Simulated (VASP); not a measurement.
# Ge in VASP: a series of runs

Runs on Ge. Level: r2SCAN. Tasks: single point.

Program: VASP 6.6.1. These are calculated values, not measurements. Logs are shortened: lines on timing, memory, paths and dates and some standing lists are left out, and cuts for length are marked.

## 1. The cell of the first run

Symmetry: Fd-3m, No. 227, cubic system. Conventional cell: a = 5.675 Å, b = 5.675 Å, c = 5.675 Å, α = 90.00°, β = 90.00°, γ = 90.00°. Ge (site symmetry -43m) has 4 Ge at 2.46 Å within 3.2 Å.

## 2. Single point, r2SCAN

POSCAR reads:

```
Ge
1.0
    2.8374271074      2.8374271074      0.0000000000
   -2.8374271074      2.8374271074      0.0000000000
    0.0000000000      0.0000000000      5.6748542148
Ge
4
Direct
    0.5000000000      0.5000000000      0.5000000000
    0.5000000000      0.0000000000      0.2500000000
    0.0000000000      0.0000000000      0.0000000000
    0.0000000000      0.5000000000      0.7500000000
```

INCAR.step1 reads:

```
PREC     = Accurate       # precision mode
ENCUT    = 520            # plane-wave cutoff, eV
ISMEAR   = 0              # smearing method
SIGMA    = 0.02           # smearing width, eV
LREAL    = False          # projectors in reciprocal space
LASPH    = True           # aspherical terms in the spheres
NELM     = 60             # most SCF steps
NBANDS   = 36             # bands
GGA      = PE             # functional
ALGO     = Normal         # electronic algorithm
EDIFF    = 1E-4           # SCF threshold, eV
LWAVE    = True           # write WAVECAR
LCHARG   = False          # write CHGCAR
```

INCAR.step2 reads:

```
PREC     = Accurate       # precision mode
ENCUT    = 520            # plane-wave cutoff, eV
EDIFF    = 1E-6           # SCF threshold, eV
ISMEAR   = 0              # smearing method
SIGMA    = 0.02           # smearing width, eV
LREAL    = False          # projectors in reciprocal space
LASPH    = True           # aspherical terms in the spheres
NELM     = 60             # most SCF steps
ALGO     = Normal         # electronic algorithm
ISIF     = 2              # what is computed and relaxed
LWAVE    = False          # write WAVECAR
LCHARG   = False          # write CHGCAR
METAGGA  = R2SCAN         # meta-GGA
LMIXTAU  = True         
NBANDS   = 36             # bands
ISTART   = 1
```

KPOINTS reads:

```
regular mesh
0
Gamma
  10 10 6
```

Potentials or basis: VASP PAW PBE potentials, release 64 (Ge_d).

Launch:

```sh
cat potpaw_PBE.64/Ge_d/POTCAR > POTCAR
cp INCAR.step1 INCAR
mpirun -np 1 vasp_std > vasp.out
cp INCAR.step2 INCAR
mpirun -np 1 vasp_std > vasp.out
```

OUTCAR:

```text
PREC = Accurate
   ENCUT = 520
   EDIFF = 1E-6
   ISMEAR = 0
   LREAL = False
   LASPH = True
   NELM = 60
   ISIF = 2
   METAGGA = R2SCAN
   ISTART = 1

 ion  position               nearest neighbor table
   1  0.500  0.500  0.500-   2 2.46   4 2.46   2 2.46   4 2.46
   2  0.500  0.000  0.250-   1 2.46   3 2.46   1 2.46   3 2.46
   3  0.000  0.000  0.000-   2 2.46   4 2.46   4 2.46   2 2.46
   4  0.000  0.500  0.750-   1 2.46   3 2.46   3 2.46   1 2.46

  LATTYP: Found a simple tetragonal cell.
 ALAT       =     4.0127278975
 C/A-ratio  =     1.4142135624

  Lattice vectors:

 A1 = (   2.8374271074,   2.8374271074,   0.0000000000)
 A2 = (  -2.8374271074,   2.8374271074,   0.0000000000)
 A3 = (   0.0000000000,   0.0000000000,   5.6748542148)

Analysis of symmetry for initial positions (statically):
=====================================================================
 Subroutine PRICEL returns following result:

  LATTYP: Found a face centered cubic cell.
 ALAT       =     5.6748542148

  Lattice vectors:

 A1 = (   0.0000000000,  -2.8374271074,  -2.8374271074)
 A2 = (   2.8374271074,   0.0000000000,  -2.8374271074)
 A3 = (   2.8374271074,  -2.8374271074,   0.0000000000)

   2 primitive cells build up your supercell.

 Routine SETGRP: Setting up the symmetry group for a
 simple tetragonal supercell.

 Subroutine GETGRP returns: Found 16 space group operations
 (whereof  8 operations were pure point group operations)
 out of a pool of 16 trial point group operations.

The static configuration has the point symmetry D_2d.
 The point group associated with its full space group is D_4h.

Analysis of symmetry for dynamics (positions and initial velocities):
=====================================================================
 Subroutine PRICEL returns following result:

  LATTYP: Found a face centered cubic cell.
 ALAT       =     5.6748542148

  Lattice vectors:

 A1 = (   0.0000000000,  -2.8374271074,  -2.8374271074)
 A2 = (   2.8374271074,   0.0000000000,  -2.8374271074)
 A3 = (   2.8374271074,  -2.8374271074,   0.0000000000)

   2 primitive cells build up your supercell.

 Routine SETGRP: Setting up the symmetry group for a
 simple tetragonal supercell.

 Subroutine GETGRP returns: Found 16 space group operations
 (whereof  8 operations were pure point group operations)
 out of a pool of 16 trial point group operations.

The dynamic configuration has the point symmetry D_2d.
 The point group associated with its full space group is D_4h.

 Subroutine INISYM returns: Found 16 space group operations
 (whereof  8 operations are pure point group operations),
 and found     2 'primitive' translations

----------------------------------------------------------------------------------------

                                     Primitive cell

  volume of cell :      45.6882

  direct lattice vectors                    reciprocal lattice vectors
     0.000000000 -2.837427107 -2.837427107    -0.176215981 -0.176215981 -0.176215981
     2.837427107  0.000000000 -2.837427107     0.176215981  0.176215981 -0.176215981
     2.837427107 -2.837427107  0.000000000     0.176215981 -0.176215981  0.176215981

  length of vectors
     4.012727898  4.012727898  4.012727898     0.305215031  0.305215031  0.305215031

  position of ions in fractional coordinates (direct lattice)
     0.000000000  0.000000000  0.000000000
     0.250000000  0.250000000  0.250000000

  ion indices of the primitive-cell ions
   primitive index   ion index
                 1           1
                 2           2

----------------------------------------------------------------------------------------

 KPOINTS: regular mesh

Automatic generation of k-mesh.
 Grid dimensions read from file:
 generate k-points for:   10   10    6

 Generating k-lattice:

  Cartesian coordinates                     Fractional coordinates (reciprocal lattice)
     0.017621598  0.017621598  0.000000000     0.100000000  0.000000000  0.000000000
    -0.017621598  0.017621598  0.000000000     0.000000000  0.100000000  0.000000000
     0.000000000  0.000000000  0.029369330     0.000000000  0.000000000  0.166666667

  Length of vectors
     0.024920703  0.024920703  0.029369330

  Shift w.r.t. Gamma in fractional coordinates (k-lattice)
     0.000000000  0.000000000  0.000000000

 Subroutine IBZKPT returns following result:
 ===========================================

 Found     84 irreducible k-points:

 Following reciprocal coordinates:
            Coordinates               Weight
  0.000000  0.000000  0.000000      1.000000
  0.100000  0.000000  0.000000      4.000000
  0.200000  0.000000  0.000000      4.000000
  0.300000  0.000000  0.000000      4.000000
  0.400000  0.000000  0.000000      4.000000
  0.500000  0.000000  0.000000      2.000000
[... 16 lines left out ...]
  0.100000  0.000000  0.166667      8.000000
  0.200000  0.000000  0.166667      8.000000
 [... further k-points ...]
   k-points           NKPTS =     84   k-points in BZ     NKDIM =     84   number of bands    NBANDS=     36
   number of dos      NEDOS =    301   number of ions     NIONS =      4
   total plane-waves  NPLWV =  37800
   dimension x,y,z NGX =    30 NGY =   30 NGZ =   42
   dimension x,y,z NGXF=    60 NGYF=   60 NGZF=   84
   ions per type =               4
   NGX,Y,Z   is equivalent  to a cutoff of  12.43, 12.43, 12.30 a.u.
   NGXF,Y,Z  is equivalent  to a cutoff of  24.86, 24.86, 24.61 a.u.
 SYSTEM =  unknown system
   PREC   = accura    normal or accurate (medium, high low for compatibility)
   ISTART =      1    job   : 0-new  1-cont  2-samecut
   ICHARG =      0    charge: 1-file 2-atom 10-const
   ISPIN  =      1    spin polarized calculation?
   LNONCOLLINEAR =      F non collinear calculations
   LSORBIT =      F    spin-orbit coupling
   LASPH  =      T    aspherical Exc in radial PAW
   ENCUT  =  520.0 eV  38.22 Ry    6.18 a.u.   7.46  7.46 10.55*2*pi/ulx,y,z
   NELM   =     60;   NELMIN=  2; NELMDL=  0     # of ELM steps
   EDIFF  = 0.1E-05   stopping-criterion for ELM
   LREAL  =      F    real-space projection
   EDIFFG = 0.1E-04   stopping-criterion for IOM
   NSW    =      0    number of steps for IOM
   IBRION =     -1    ionic relax: 0-MD 1-quasi-New 2-CG
   NFREE  =      0    steps in history (QN), initial steepest desc. (CG)
   ISIF   =      2    stress and relaxation
   ISYM   =      2    0-nonsym 1-usesym 2-fastsym
   POTIM  = 0.5000    time-step for ionic-motion
   TEBEG  =    0.0;   TEEND  =   0.0 temperature during run
   PSTRESS=    0.0 pullay stress
   NELECT =      56.0000    total number of electrons
   NUPDOWN=      -1.0000    fix difference up-down
   EMIN   =  10.00;   EMAX   =-10.00  energy-range for DOS
   EFERMI =   0.00;   METHOD = LEGACY
   ISMEAR =     0;   SIGMA  =   0.02  broadening in eV -4-tet -1-fermi 0-gaus
   EFERMI_NEDOS =   21; number of points for ismear=-14 and -15
   IALGO  =     38    algorithm
   IMIX   =      4    mixing-type and parameters
     AMIX     =   0.40;   BMIX     =  1.00
     AMIX_MAG =   1.60;   BMIX_MAG =  1.00
  volume/ion in A,a.u.               =      22.84       154.16
  Fermi-wavevector in a.u.,A,eV,Ry     =   1.390570  2.627796 26.309373  1.933684
  Thomas-Fermi vector in A             =   2.514492
   LORBIT       =      0    0 simple, 1 ext, 2 COOP (PROOUT), +10 PAW based schemes
   METAGGA = R2SCAN    functional components
   LHFCALC =     F    Hartree Fock is set to
   AEXX    =    0.0000 exact exchange contribution
   IVDW    =     0    specifies the selected vdW correction
   LEPSILON=     F    determine dielectric tensor
   LRPA    =     F    only Hartree local field effects (RPA)
 non-spin polarized calculation
 Gauss-broadening in eV      SIGMA  =   0.02
  energy-cutoff  :      520.00
  volume of cell :       91.38
 maximum number of plane-waves:      2486
 NGX is ok and might be reduce to    30

 number of electron      55.9999874 magnetization

 Free energy of the ion-electron system (eV)
  ---------------------------------------------------
  ext. energy  EPLUGINS =         0.00000000
  ---------------------------------------------------
  free energy    TOTEN  =       -55.48944797 eV

  energy without entropy =      -55.48944797  energy(sigma->0) =      -55.48944797

 E-fermi :   4.8154     XC(G=0): -10.7726

 val. band max:        4.7123591249   @ k =   0.0000   0.0000   0.0000
 cond. band min:       5.0299071974   @ k =   0.0000   0.0000   0.0000
 fundamental gap:      0.3175480724
 Fermi energy:         4.8154048697

 k-point     1 :       0.0000    0.0000    0.0000
  band No.  band energies     occupation
      1     -20.8040      2.00000
      2     -20.8040      2.00000
      3     -20.7697      2.00000
      4     -20.7697      2.00000
      5     -20.7693      2.00000
      6     -20.7310      2.00000
[... 28 lines left out ...]
     35      11.7497      0.00000
     36      14.6253      0.00000

 k-point     2 :       0.1000    0.0000    0.0000
  band No.  band energies     occupation
      1     -20.8097      2.00000
      2     -20.8043      2.00000
      3     -20.7750      2.00000
      4     -20.7714      2.00000
      5     -20.7697      2.00000
      6     -20.7267      2.00000
[... 28 lines left out ...]
     35      12.1755      0.00000
     36      13.8726      0.00000

 k-point     3 :       0.2000    0.0000    0.0000
  band No.  band energies     occupation
      1     -20.8186      2.00000
      2     -20.8049      2.00000
      3     -20.7847      2.00000
      4     -20.7774      2.00000
      5     -20.7668      2.00000
      6     -20.7170      2.00000
[... 28 lines left out ...]
     35      12.9295      0.00000
     36      13.0128      0.00000
[... 742 lines left out ...]
 k-point    23 :       0.1000    0.0000    0.1667
  band No.  band energies     occupation
      1     -20.8078      2.00000
      2     -20.8023      2.00000
      3     -20.7789      2.00000
      4     -20.7764      2.00000
      5     -20.7677      2.00000
      6     -20.7374      2.00000
[... 28 lines left out ...]
     35      12.6783      0.00000
     36      13.0258      0.00000

 k-point    24 :       0.2000    0.0000    0.1667
  band No.  band energies     occupation
      1     -20.8164      2.00000
      2     -20.8028      2.00000
      3     -20.7845      2.00000
      4     -20.7827      2.00000
      5     -20.7642      2.00000
      6     -20.7268      2.00000
[... 28 lines left out ...]
     35      11.7485      0.00000
     36      12.3787      0.00000

 [... further k-points ...]
[... 5 lines left out ...]
  --------------------------------------------------------------------------------------
  -------------------------------------------------------------------------------------
  Total        0.0371842      0.0371842      0.0198473      0.0000000      0.0000000     -0.0000000
  in kB        0.6519806      0.6519806      0.3479998      0.0000000      0.0000000     -0.0000000
  external PRESSURE =       0.5506537 kB  Pullay stress =       0.0000000 kB

 VOLUME and BASIS-vectors are now :
 -----------------------------------------------------------------------------
  energy-cutoff  :      520.00
  volume of cell :       91.38
      direct lattice vectors                 reciprocal lattice vectors
     2.837427107  2.837427107  0.000000000     0.176215981  0.176215981  0.000000000
    -2.837427107  2.837427107  0.000000000    -0.176215981  0.176215981  0.000000000
     0.000000000  0.000000000  5.674854215     0.000000000  0.000000000  0.176215981

 POSITION                                       TOTAL-FORCE (eV/Angst)
 -----------------------------------------------------------------------------------
      0.00000      2.83743      2.83743         0.000000     -0.000000     -0.000000
      1.41871      1.41871      1.41871        -0.000000      0.000000      0.000000
      0.00000      0.00000      0.00000         0.000000      0.000000     -0.000000
     -1.41871      1.41871      4.25614        -0.000000     -0.000000     -0.000000
 -----------------------------------------------------------------------------------
    total drift:                               -0.000000      0.000000      0.000000

  FREE ENERGIE OF THE ION-ELECTRON SYSTEM (eV)
  ---------------------------------------------------
  free  energy   TOTEN  =       -55.4894479655 eV

  energy  without entropy=      -55.4894479655  energy(sigma->0) =      -55.48944797
```

Wall time 23 min (1 thread of AMD EPYC 7R13, shared host); peak memory 0.3 GiB.

What came out:

| Item | Value |
| --- | --- |
| Free energy | -55.4894 eV |
| Pressure | 0.1 GPa |
| Band gap on the k mesh | 0.32 eV |

Caveat: the PAW data sets were made with another functional, which shifts forces and pressure a little.

## 3. Single point, r2SCAN (uniaxial strain along c: +2.0 %)

POSCAR reads:

```
Ge
1.0
    2.8232399719      2.8232399719      0.0000000000
   -2.8232399719      2.8232399719      0.0000000000
    0.0000000000      0.0000000000      5.7883512991
Ge
4
Direct
    0.5000000000      0.5000000000      0.5000000000
    0.5000000000      0.0000000000      0.2500000000
    0.0000000000      0.0000000000      0.0000000000
    0.0000000000      0.5000000000      0.7500000000
```

INCAR.step1 reads:

```
  ALGO = Normal
  EDIFF = 1E-4
  ENCUT = 520
  GGA = PE
  ISMEAR = 0
  LASPH = True
  LCHARG = False
  LREAL = False
  LWAVE = True
  NBANDS = 36
  NELM = 100
  PREC = Accurate
  SIGMA = 0.02
```

INCAR.step2 reads:

```
  ALGO = Normal
  EDIFF = 1E-7
  ENCUT = 520
  ISIF = 2
  ISMEAR = 0
  ISTART = 1
  LASPH = True
  LCHARG = True
  LELF = True
  LMIXTAU = True
  LREAL = False
  LVHAR = True
  LWAVE = False
  METAGGA = R2SCAN
  NBANDS = 36
  NELM = 100
  PREC = Accurate
  SIGMA = 0.02
```

KPOINTS reads:

```
k-points
0
Gamma
  10 10 6
```

Potentials or basis: VASP PAW PBE potentials, release 64 (Ge_d).

Launch:

```sh
cat potpaw_PBE.64/Ge_d/POTCAR > POTCAR
cp INCAR.step1 INCAR
mpirun -np 1 vasp_std > vasp.out
cp INCAR.step2 INCAR
mpirun -np 1 vasp_std > vasp.out
```

Run time: 24 min. Hardware: 1 thread of AMD EPYC 7R13, shared host; peak memory 0.31 GiB.

The run converged. Its results:

| Item | Value |
| --- | --- |
| Free energy | -55.4777 eV |
| Pressure | -0.6 GPa |
| Band gap on the k mesh | 0.15 eV |

Stress tensor (GPa, compression positive):
```
 0.12  0.00  0.00
 0.00  0.12  0.00
 0.00  0.00 -2.08
```

Levels at points of the mesh, in eV from the valence-band top:
```tsv
k point	band 24	band 25	band 26	band 27	band 28	band 29	band 30	band 31	band 32	band 33
(0.00, 0.00, 0.00)	-3.11	-3.11	-0.21	0.00	0.00	0.15	1.07	1.07	2.60	2.60
(0.50, 0.00, 0.00)	-6.80	-4.07	-4.07	-1.49	-1.49	2.26	2.26	4.95	4.95	5.24
(0.50, 0.50, 0.00)	-9.17	-3.28	-3.28	-3.28	-3.28	0.86	0.86	0.86	0.86	9.84
(0.00, 0.00, 0.50)	-4.99	-2.06	-2.06	-2.06	-2.06	1.32	1.32	2.93	2.93	6.02
(0.50, 0.00, 0.50)	-7.85	-1.64	-1.64	-1.41	-1.41	0.30	0.30	3.86	3.86	3.99
(0.50, 0.50, 0.50)	-9.08	-4.03	-4.03	-4.03	-4.03	4.31	4.31	4.31	4.31	4.80
```

Caveat: the cell differs from its parent crystal (uniaxial strain along c: +2.0 %); the PAW data sets were made with another functional, which shifts forces and pressure a little. A k mesh can miss the band edges.

## 4. Single point, r2SCAN

This run uses another cell than the first one: it holds 2 atoms, not 4.

POSCAR reads:

```
Ge
1.0
    0.0000000000      2.4398948789      2.4398948789
    2.4398948789      0.0000000000      2.4398948789
    2.4398948789      2.4398948789      0.0000000000
Ge
2
Direct
    0.5000000000      0.5000000000      0.5000000000
    0.7500000000      0.7500000000      0.7500000000
```

INCAR.step1 reads:

```
SYSTEM = Ge
PREC = Accurate
ENCUT = 550
ISMEAR = 0
SIGMA = 0.01
LREAL = .FALSE.
LASPH = .TRUE.
NELM = 120
NBANDS = 21
GGA = PE
ALGO = Normal
EDIFF = 1E-5
LWAVE = .TRUE.
LCHARG = .FALSE.
GGA_COMPAT = .FALSE.
```

INCAR.step2 reads:

```
SYSTEM = Ge
PREC = Accurate
ENCUT = 550
EDIFF = 1E-6
ISMEAR = 0
SIGMA = 0.01
LREAL = .FALSE.
LASPH = .TRUE.
NELM = 120
ALGO = Normal
ISIF = 2
LWAVE = .FALSE.
LCHARG = .FALSE.
METAGGA = R2SCAN
LMIXTAU = .TRUE.
NBANDS = 21
ISTART = 1
GGA_COMPAT = .FALSE.
```

KPOINTS reads:

```
regular mesh
0
G
  12 12 12
  0 0 0
```

Launch:

```sh
cat potpaw_PBE.64/Ge_d/POTCAR > POTCAR
cp INCAR.step1 INCAR
mpirun -np 1 vasp_std > vasp.out
cp INCAR.step2 INCAR
mpirun -np 1 vasp_std > vasp.out
```

It took 2.2 min on 1 thread of Intel Xeon 6975P-C, shared host; peak memory 0.19 GiB.

Results (log left out):

```
Free energy            : -24.6117 eV
Pressure               : 90.4 GPa
Band gap on the k mesh : zero (band 14 reaches 10.44 eV, above the bottom of band 15 at 10.25 eV)
```

Levels at points of the mesh, in eV from the Fermi level:
| k point | band 12 | band 13 | band 14 | band 15 | band 16 | band 17 |
| --- | --- | --- | --- | --- | --- | --- |
| (0.00, 0.00, 0.00) | 0.19 | 0.19 | 0.19 | 2.81 | 2.81 | 2.81 |
| (0.50, 0.00, 0.00) | -10.92 | -2.24 | -2.24 | 2.37 | 4.03 | 4.03 |
| (0.50, 0.50, 0.00) | -11.50 | -5.17 | -5.17 | 0.18 | 0.18 | 14.49 |

Caveat: the PAW data sets were made with another functional, which shifts forces and pressure a little.

## 5. The runs side by side

| cell | k mesh | cutoff (eV) | smearing | gap on the mesh (eV) | pressure (GPa) |
| --- | --- | --- | --- | --- | --- |
| a = 4.013, b = 4.013, c = 5.675 Å, 4 atoms | 10 × 10 × 6 | 520 | gaussian 0.02 eV | 0.32 | 0.1 |
| a = 3.993, b = 3.993, c = 5.788 Å, 4 atoms | 10 × 10 × 6 | 520 | gaussian 0.02 eV | 0.15 | -0.6 |
| a = 3.451 Å, angles 60.0°, 2 atoms | 12 × 12 × 12 | 550 | gaussian 0.01 eV | none | 90.4 |

Alike in all rows: task single point; level r2SCAN; potentials or basis VASP PAW PBE potentials, release 64 (Ge_d); no spin polarisation.

Caveats: the PAW data sets were made with another functional, which shifts forces and pressure a little.

Total energies depend on the potentials used, so only differences within one code and one set of settings carry meaning.
